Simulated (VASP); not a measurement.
Set up this calculation in VASP 6.6.1, as the native input.

```yaml
Task: relaxation of cell and atoms
Functional: r2SCAN
Potentials_or_basis: VASP PAW PBE potentials, release 64 (W_sv, Se)
Cutoff: 600 eV
k_mesh: 12 × 12 × 2
Occupations: gaussian, width 0.02 eV
Spin: no spin polarisation
Dipole_correction: no
Further_INCAR_settings: ALGO = Normal; EDIFF = 1e-07; IBRION = 2; EDIFFG = -0.01; NSW = 100; ISIF = 3
```

The system is WSe2.

```
CELL_PARAMETERS angstrom
3.31993 0.00000 0.00000
-1.65997 2.87515 0.00000
0.00000 0.00000 13.73719
ATOMIC_POSITIONS crystal
W 0.66667 0.33333 0.75000
W 0.33333 0.66667 0.25000
Se 0.33333 0.66667 0.87100
Se 0.66667 0.33333 0.37100
Se 0.33333 0.66667 0.62900
Se 0.66667 0.33333 0.12900
```

The input as run:

POSCAR

```
WSe2
1.0
    3.3199329218      0.0000000000      0.0000000000
   -1.6599664609      2.8751462491      0.0000000000
    0.0000000000      0.0000000000     13.7371873000
W Se
2 4
Direct
    0.6666666700      0.3333333300      0.7500000000
    0.3333333300      0.6666666700      0.2500000000
    0.3333333300      0.6666666700      0.8710007900
    0.6666666700      0.3333333300      0.3710007900
    0.3333333300      0.6666666700      0.6289992100
    0.6666666700      0.3333333300      0.1289992100
```

INCAR.step1

```
ALGO     = Normal         # electronic algorithm
EDIFF    = 1E-4           # SCF threshold, eV
ENCUT    = 600            # plane-wave cutoff, eV
GGA      = PE             # functional
ISMEAR   = 0              # smearing method
LASPH    = True           # aspherical terms in the spheres
LCHARG   = False          # write CHGCAR
LREAL    = False          # projectors in reciprocal space
LWAVE    = True           # write WAVECAR
NELM     = 80             # most SCF steps
PREC     = Accurate       # precision mode
SIGMA    = 0.02           # smearing width, eV
```

INCAR.step2

```
ALGO     = Normal         # electronic algorithm
EDIFF    = 1E-7           # SCF threshold, eV
EDIFFG   = -0.01          # ionic threshold
ENCUT    = 600            # plane-wave cutoff, eV
IBRION   = 2              # ionic algorithm
ISIF     = 3              # what is computed and relaxed
ISMEAR   = 0              # smearing method
ISTART   = 1            
LASPH    = True           # aspherical terms in the spheres
LCHARG   = False          # write CHGCAR
LMIXTAU  = True         
LREAL    = False          # projectors in reciprocal space
LWAVE    = False          # write WAVECAR
METAGGA  = R2SCAN         # meta-GGA
NELM     = 80             # most SCF steps
NSW      = 100            # ionic steps
PREC     = Accurate       # precision mode
SIGMA    = 0.02           # smearing width, eV
```

KPOINTS

```
k-points
0
Gamma
  12 12 2
```

Potentials or basis: VASP PAW PBE potentials, release 64 (W_sv, Se).

Command:

```sh
$ cat potpaw_PBE.64/W_sv/POTCAR potpaw_PBE.64/Se/POTCAR > POTCAR
$ cp INCAR.step1 INCAR
$ mpirun -np 1 vasp_std > vasp.out
$ cp INCAR.step2 INCAR
$ mpirun -np 1 vasp_std > vasp.out
```

Results of the run:

The relaxed volume is 21.83 Å³/atom, the relaxed cell is a = 3.317 Å, b = 3.317 Å, c = 13.740 Å, α = 90.00°, β = 90.00°, γ = 120.00° and the space group after relaxing (to 0.1 Å) is P6_3/mmc (No. 194). The energy gained by relaxing is 0.0 meV/atom, the ionic steps are 5 and the pressure after relaxing is 0.0 GPa. The largest force after relaxing is 0.004 eV/Å. The band gap on the k mesh is 1.35 eV (least direct gap 1.58 eV).

Caveat: the PAW data sets were made with another functional, which shifts forces and pressure a little; spin-orbit coupling is left out, which moves the levels of the heavy elements.

Wall time 81 min on 1 thread of Oxide Virtual Turin-like Processor (shared host), peak memory 0.39 GiB.
